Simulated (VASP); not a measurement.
Here is a VASP 6.6.1 calculation.

INCAR

```
ALGO = Normal
EDIFF = 1E-6
ENCUT = 520
GGA = PE
ISIF = 2
ISMEAR = -1
LASPH = T
LCHARG = T
LELF = T
LREAL = F
LVHAR = T
LWAVE = F
NBANDS = 13
NELM = 80
PREC = Accurate
SIGMA = 0.08
```

Contents of KPOINTS:

```
k-points
0
Gamma
  14 14 14
```

Contents of POSCAR:

```
W
1.0
   -1.5649702701      1.5649702701      1.5649702701
    1.5649702701     -1.5649702701      1.5649702701
    1.5649702701      1.5649702701     -1.5649702701
W
1
Direct
    0.0000000000      0.0000000000      0.0000000000
```

Potentials or basis: VASP PAW PBE potentials, release 64 (W_sv).

Run with:

```console
$ cat potpaw_PBE.64/W_sv/POTCAR > POTCAR
$ mpirun -np 1 vasp_std > vasp.out
```

Task: What does it give for the pressure?

Result: 18.1 GPa.

Task: Estimate the band gap on the k mesh.

Result: Zero (band 7 reaches 17.35 eV, above the bottom of band 8 at 10.65 eV).

Caveat: spin-orbit coupling is left out, which moves the levels of the heavy elements.
